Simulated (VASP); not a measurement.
A run of VASP 6.6.1:

INCAR

```
PREC = Accurate
ENCUT = 520
EDIFF = 1E-6
ISMEAR = -1
SIGMA = 0.1
LREAL = F
LASPH = T
NELM = 80
ALGO = Normal
ISIF = 2
LWAVE = F
LCHARG = F
GGA = PE
NBANDS = 7
```

KPOINTS

```
Automatic mesh
0
Gamma
  28 28 28
```

The input POSCAR:

```
Be
1.0
    0.0000000000      1.5999732425      1.5999732425
    1.5999732425      0.0000000000      1.5999732425
    1.5999732425      1.5999732425      0.0000000000
Be
1
Direct
    0.0000000000      0.0000000000      0.0000000000
```

Potentials or basis: VASP PAW PBE potentials, release 64 (Be).

The run is started by

```bash
$ cat potpaw_PBE.64/Be/POTCAR > POTCAR
$ mpirun -np 1 vasp_std > vasp.out
```

Hardware: 1 thread of Intel(R) Xeon(R) Platinum 8488C (Sapphire Rapids), on a shared host.

Q: Estimate the wall time of this run.

A: Run time: 14 s on 1 thread of Intel(R) Xeon(R) Platinum 8488C (Sapphire Rapids), on a shared host, peak memory 0.13 GiB. Counts: scf iterations 9, k points 624.
